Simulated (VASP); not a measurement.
# Pt (Fm-3m) in VASP: further runs, part 4 of 4

VASP 6.6.1. The steps go on from the part before.

## 6. Single point, r2SCAN (volume scaled by 1.03)

File POSCAR:

```
Pt
1.0
    0.0000000000      1.9896018375      1.9896018375
    1.9896018375      0.0000000000      1.9896018375
    1.9896018375      1.9896018375      0.0000000000
Pt
1
Direct
    0.0000000000      0.0000000000      0.0000000000
```

File INCAR.step1:

```
ALGO     = Normal         # electronic algorithm
EDIFF    = 1E-4           # SCF threshold, eV
ENCUT    = 520            # plane-wave cutoff, eV
GGA      = PE             # functional
ISMEAR   = 0              # smearing method
LASPH    = T              # aspherical terms in the spheres
LCHARG   = F              # write CHGCAR
LREAL    = F              # projectors in reciprocal space
LWAVE    = T              # write WAVECAR
NBANDS   = 11             # bands
NELM     = 60             # most SCF steps
PREC     = Accurate       # precision mode
SIGMA    = 0.1            # smearing width, eV
```

File INCAR.step2:

```
ALGO     = Normal         # electronic algorithm
EDIFF    = 1E-6           # SCF threshold, eV
ENCUT    = 520            # plane-wave cutoff, eV
ISIF     = 2              # what is computed and relaxed
ISMEAR   = 0              # smearing method
ISTART   = 1            
LASPH    = T              # aspherical terms in the spheres
LCHARG   = F              # write CHGCAR
LMIXTAU  = T            
LREAL    = F              # projectors in reciprocal space
LWAVE    = F              # write WAVECAR
METAGGA  = R2SCAN         # meta-GGA
NBANDS   = 11             # bands
NELM     = 60             # most SCF steps
PREC     = Accurate       # precision mode
SIGMA    = 0.1            # smearing width, eV
```

File KPOINTS:

```
k-points
0
Gamma
  18 18 18
```

Potentials or basis: VASP PAW PBE potentials, release 64 (Pt).

Started as:

```
cat potpaw_PBE.64/Pt/POTCAR > POTCAR
cp INCAR.step1 INCAR
mpirun -np 1 vasp_std > vasp.out
cp INCAR.step2 INCAR
mpirun -np 1 vasp_std > vasp.out
```

OUTCAR:

```text
EDIFF = 1E-6
   ENCUT = 520
   ISIF = 2
   ISMEAR = 0
   ISTART = 1
   LASPH = T
   LREAL = F
   METAGGA = R2SCAN
   NELM = 60
   PREC = Accurate

 ion  position               nearest neighbor table
   1  0.000  0.000  0.000-

  LATTYP: Found a face centered cubic cell.
 ALAT       =     3.9792036750

  Lattice vectors:

 A1 = (   0.0000000000,   1.9896018375,   1.9896018375)
 A2 = (   1.9896018375,   0.0000000000,   1.9896018375)
 A3 = (   1.9896018375,   1.9896018375,   0.0000000000)

Analysis of symmetry for initial positions (statically):
=====================================================================
 Subroutine PRICEL returns:
 Original cell was already a primitive cell.

 Routine SETGRP: Setting up the symmetry group for a
 face centered cubic supercell.

 Subroutine GETGRP returns: Found 48 space group operations
 (whereof 48 operations were pure point group operations)
 out of a pool of 48 trial point group operations.

The static configuration has the point symmetry O_h .

Analysis of symmetry for dynamics (positions and initial velocities):
=====================================================================
 Subroutine PRICEL returns:
 Original cell was already a primitive cell.

 Routine SETGRP: Setting up the symmetry group for a
 face centered cubic supercell.

 Subroutine GETGRP returns: Found 48 space group operations
 (whereof 48 operations were pure point group operations)
 out of a pool of 48 trial point group operations.

The dynamic configuration has the point symmetry O_h .

 Subroutine INISYM returns: Found 48 space group operations
 (whereof 48 operations are pure point group operations),
 and found     1 'primitive' translations

----------------------------------------------------------------------------------------

                                     Primitive cell

  volume of cell :      15.7517

  direct lattice vectors                    reciprocal lattice vectors
     0.000000000  1.989601837  1.989601837    -0.251306563  0.251306563  0.251306563
     1.989601837  0.000000000  1.989601837     0.251306563 -0.251306563  0.251306563
     1.989601837  1.989601837  0.000000000     0.251306563  0.251306563 -0.251306563

  length of vectors
     2.813721902  2.813721902  2.813721902     0.435275736  0.435275736  0.435275736

  position of ions in fractional coordinates (direct lattice)
     0.000000000  0.000000000  0.000000000

  ion indices of the primitive-cell ions
   primitive index   ion index
                 1           1

----------------------------------------------------------------------------------------

 KPOINTS: k-points

Automatic generation of k-mesh.
 Grid dimensions read from file:
 generate k-points for:   18   18   18

 Generating k-lattice:

  Cartesian coordinates                     Fractional coordinates (reciprocal lattice)
    -0.013961476  0.013961476  0.013961476     0.055555556  0.000000000  0.000000000
     0.013961476 -0.013961476  0.013961476     0.000000000  0.055555556  0.000000000
     0.013961476  0.013961476 -0.013961476     0.000000000  0.000000000  0.055555556

  Length of vectors
     0.024181985  0.024181985  0.024181985

  Shift w.r.t. Gamma in fractional coordinates (k-lattice)
     0.000000000  0.000000000  0.000000000

 Subroutine IBZKPT returns following result:
 ===========================================

 Found    195 irreducible k-points:

 Following reciprocal coordinates:
            Coordinates               Weight
  0.000000  0.000000  0.000000      1.000000
  0.055556  0.000000  0.000000      8.000000
  0.111111  0.000000  0.000000      8.000000
  0.166667  0.000000  0.000000      8.000000
  0.222222  0.000000  0.000000      8.000000
  0.277778  0.000000  0.000000      8.000000
[... 16 lines left out ...]
 -0.277778  0.055556  0.000000     24.000000
 -0.222222  0.055556  0.000000     24.000000
 [... further k-points ...]
   k-points           NKPTS =    195   k-points in BZ     NKDIM =    195   number of bands    NBANDS=     11
   number of dos      NEDOS =    301   number of ions     NIONS =      1
   total plane-waves  NPLWV =  13824
   dimension x,y,z NGX =    24 NGY =   24 NGZ =   24
   dimension x,y,z NGXF=    48 NGYF=   48 NGZF=   48
   ions per type =               1
   NGX,Y,Z   is equivalent  to a cutoff of  14.18, 14.18, 14.18 a.u.
   NGXF,Y,Z  is equivalent  to a cutoff of  28.36, 28.36, 28.36 a.u.
 SYSTEM =  unknown system
   PREC   = accura    normal or accurate (medium, high low for compatibility)
   ISTART =      1    job   : 0-new  1-cont  2-samecut
   ICHARG =      0    charge: 1-file 2-atom 10-const
   ISPIN  =      1    spin polarized calculation?
   LNONCOLLINEAR =      F non collinear calculations
   LSORBIT =      F    spin-orbit coupling
   LASPH  =      T    aspherical Exc in radial PAW
   ENCUT  =  520.0 eV  38.22 Ry    6.18 a.u.   5.23  5.23  5.23*2*pi/ulx,y,z
   NELM   =     60;   NELMIN=  2; NELMDL=  0     # of ELM steps
   EDIFF  = 0.1E-05   stopping-criterion for ELM
   LREAL  =      F    real-space projection
[... 7 lines left out ...]
   TEBEG  =    0.0;   TEEND  =   0.0 temperature during run
   PSTRESS=    0.0 pullay stress
   NELECT =      10.0000    total number of electrons
   NUPDOWN=      -1.0000    fix difference up-down
   EMIN   =  10.00;   EMAX   =-10.00  energy-range for DOS
   EFERMI =   0.00;   METHOD = LEGACY
   ISMEAR =     0;   SIGMA  =   0.10  broadening in eV -4-tet -1-fermi 0-gaus
   EFERMI_NEDOS =   21; number of points for ismear=-14 and -15
   IALGO  =     38    algorithm
   IMIX   =      4    mixing-type and parameters
     AMIX     =   0.40;   BMIX     =  1.00
     AMIX_MAG =   1.60;   BMIX_MAG =  1.00
  volume/ion in A,a.u.               =      15.75       106.30
  Fermi-wavevector in a.u.,A,eV,Ry     =   1.407015  2.658872 26.935326  1.979691
  Thomas-Fermi vector in A             =   2.529317
   LORBIT       =      0    0 simple, 1 ext, 2 COOP (PROOUT), +10 PAW based schemes
   METAGGA = R2SCAN    functional components
   LHFCALC =     F    Hartree Fock is set to
   AEXX    =    0.0000 exact exchange contribution
   IVDW    =     0    specifies the selected vdW correction
   LEPSILON=     F    determine dielectric tensor
   LRPA    =     F    only Hartree local field effects (RPA)
 non-spin polarized calculation
 Gauss-broadening in eV      SIGMA  =   0.10
  energy-cutoff  :      520.00
  volume of cell :       15.75
 maximum number of plane-waves:       444
 NGX is ok and might be reduce to    24
   NGX = 11   NGY = 11   NGZ = 11

 number of electron      10.0000001 magnetization

 Free energy of the ion-electron system (eV)
  ---------------------------------------------------
  ext. energy  EPLUGINS =         0.00000000
  ---------------------------------------------------
  free energy    TOTEN  =       -51.49271545 eV

  energy without entropy =      -51.48193869  energy(sigma->0) =      -51.48732707

 E-fermi :  10.1983     XC(G=0): -14.3283

 val. band max:       10.1981998103   @ k =  -0.2778   0.3889   0.1667
 cond. band min:      10.2073010789   @ k =   0.5000   0.2778   0.0556
 fundamental gap:      0.0091012686
 Fermi energy:        10.1983280906

 k-point     1 :       0.0000    0.0000    0.0000
  band No.  band energies     occupation
      1       0.2014      2.00000
      2       6.5494      2.00000
      3       6.5494      2.00000
      4       6.5494      2.00000
      5       8.5597      2.00000
      6       8.5597      2.00000
      7      25.7922      0.00000
      8      30.7060      0.00000
      9      30.7060      0.00000
     10      30.7060      0.00000
     11      36.4158      0.00000

 k-point     2 :       0.0556    0.0000    0.0000
  band No.  band energies     occupation
      1       0.3257      2.00000
      2       6.4961      2.00000
      3       6.5981      2.00000
      4       6.5981      2.00000
      5       8.5338      2.00000
      6       8.5338      2.00000
      7      25.9769      0.00000
      8      30.0383      0.00000
      9      30.8876      0.00000
     10      30.8876      0.00000
     11      37.1139      0.00000
[... 295 lines left out ...]
 k-point    24 :      -0.2222    0.0556    0.0000
  band No.  band energies     occupation
      1       2.2463      2.00000
      2       6.0950      2.00000
      3       6.9197      2.00000
      4       6.9825      2.00000
      5       8.4078      2.00000
      6       9.0618      2.00000
      7      24.4035      0.00000
      8      27.5487      0.00000
      9      31.7975      0.00000
     10      33.5122      0.00000
     11      34.6699      0.00000

 [... further k-points ...]
[... 5 lines left out ...]
  --------------------------------------------------------------------------------------
  -------------------------------------------------------------------------------------
  Total       -0.6721366     -0.6721366     -0.6721366      0.0000000      0.0000000      0.0000000
  in kB      -68.3659152    -68.3659152    -68.3659152      0.0000000      0.0000000      0.0000000
  external PRESSURE =     -68.3659152 kB  Pullay stress =       0.0000000 kB

 VOLUME and BASIS-vectors are now :
 -----------------------------------------------------------------------------
  energy-cutoff  :      520.00
  volume of cell :       15.75
      direct lattice vectors                 reciprocal lattice vectors
     0.000000000  1.989601837  1.989601837    -0.251306563  0.251306563  0.251306563
     1.989601837  0.000000000  1.989601837     0.251306563 -0.251306563  0.251306563
     1.989601837  1.989601837  0.000000000     0.251306563  0.251306563 -0.251306563

 POSITION                                       TOTAL-FORCE (eV/Angst)
 -----------------------------------------------------------------------------------
      0.00000      0.00000      0.00000         0.000000      0.000000     -0.000000
 -----------------------------------------------------------------------------------
    total drift:                               -0.000000     -0.000000     -0.000000

  FREE ENERGIE OF THE ION-ELECTRON SYSTEM (eV)
  ---------------------------------------------------
  free  energy   TOTEN  =       -51.4927154500 eV

  energy  without entropy=      -51.4819386931  energy(sigma->0) =      -51.48732707
```

Run time: 82 s. Hardware: 1 thread of Intel Xeon Platinum 8488C (Sapphire Rapids), shared host; peak memory 0.17 GiB.

What came out:

```yaml
Free_energy: -51.4927 eV
Pressure: -6.8 GPa
Band_gap_on_the_k_mesh: zero (band 5 reaches 10.68 eV, above the bottom of band 6 at 8.47 eV)
```

Caveat: the PAW data sets were made with another functional, which shifts forces and pressure a little; spin-orbit coupling is left out, which moves the levels of the heavy elements.

## 7. Single point, r2SCAN (volume scaled by 1.06)

File POSCAR:

```
Pt
1.0
    0.0000000000      2.0087337981      2.0087337981
    2.0087337981      0.0000000000      2.0087337981
    2.0087337981      2.0087337981      0.0000000000
Pt
1
Direct
    0.0000000000      0.0000000000      0.0000000000
```

File INCAR.step1:

```
SYSTEM = Pt
PREC = Accurate
ENCUT = 520
ISMEAR = 0
SIGMA = 0.1
LREAL = .FALSE.
LASPH = .TRUE.
NELM = 60
NBANDS = 11
GGA = PE
ALGO = Normal
EDIFF = 1E-4
LWAVE = .TRUE.
LCHARG = .FALSE.
```

File INCAR.step2:

```
SYSTEM = Pt
PREC = Accurate
ENCUT = 520
EDIFF = 1E-6
ISMEAR = 0
SIGMA = 0.1
LREAL = .FALSE.
LASPH = .TRUE.
NELM = 60
ALGO = Normal
ISIF = 2
LWAVE = .FALSE.
LCHARG = .TRUE.
METAGGA = R2SCAN
LMIXTAU = .TRUE.
LELF = .TRUE.
LVHAR = .TRUE.
NBANDS = 11
ISTART = 1
```

File KPOINTS:

```
Automatic mesh
0
G
  18 18 18
  0 0 0
```

Started as:

```
cat potpaw_PBE.64/Pt/POTCAR > POTCAR
cp INCAR.step1 INCAR
mpirun -np 1 vasp_std > vasp.out
cp INCAR.step2 INCAR
mpirun -np 1 vasp_std > vasp.out
```

It took 64 s on 1 thread of Intel Xeon Platinum 8488C (Sapphire Rapids), shared host; peak memory 0.17 GiB.

It converged, with:

```yaml
Free_energy: -51.4642 eV
Pressure: -13.0 GPa
Band_gap_on_the_k_mesh: zero (band 5 reaches 10.13 eV, above the bottom of band 6 at 8.03 eV)
```

Levels at points of the mesh, in eV from the Fermi level:
```csv
k point,band 1,band 2,band 3,band 4,band 5,band 6,band 7,band 8,band 9,band 10
"(0.00, 0.00, 0.00)",-9.68,-3.48,-3.48,-3.48,-1.57,-1.57,15.66,20.40,20.40,20.40
"(0.50, 0.00, 0.00)",-6.82,-3.56,-3.56,0.00,0.01,0.01,5.60,15.28,19.41,19.41
"(0.50, 0.50, 0.00)",-6.51,-6.11,-0.07,0.45,0.45,2.09,8.56,11.77,11.77,20.38
```

Caveat: the PAW data sets were made with another functional, which shifts forces and pressure a little; spin-orbit coupling is left out, which moves the levels of the heavy elements.

## 8. The runs side by side

```csv
cell,gap on the mesh (eV),pressure (GPa)
"a = 2.729 Å, angles 60.0°, 1 atom",none,20.9
"a = 2.758 Å, angles 60.0°, 1 atom",none,9.9
"a = 2.786 Å, angles 60.0°, 1 atom",none,0.7
"a = 2.814 Å, angles 60.0°, 1 atom",none,-6.8
"a = 2.841 Å, angles 60.0°, 1 atom",none,-13.0
```

Alike in all rows: task single point; level r2SCAN; potentials or basis VASP PAW PBE potentials, release 64 (Pt); no spin polarisation; k mesh 18 × 18 × 18; cutoff (eV) 520; smearing gaussian 0.1 eV.

Caveats: the PAW data sets were made with another functional, which shifts forces and pressure a little; spin-orbit coupling is left out, which moves the levels of the heavy elements.

Total energies depend on the potentials used, so only differences within one code and one set of settings carry meaning.
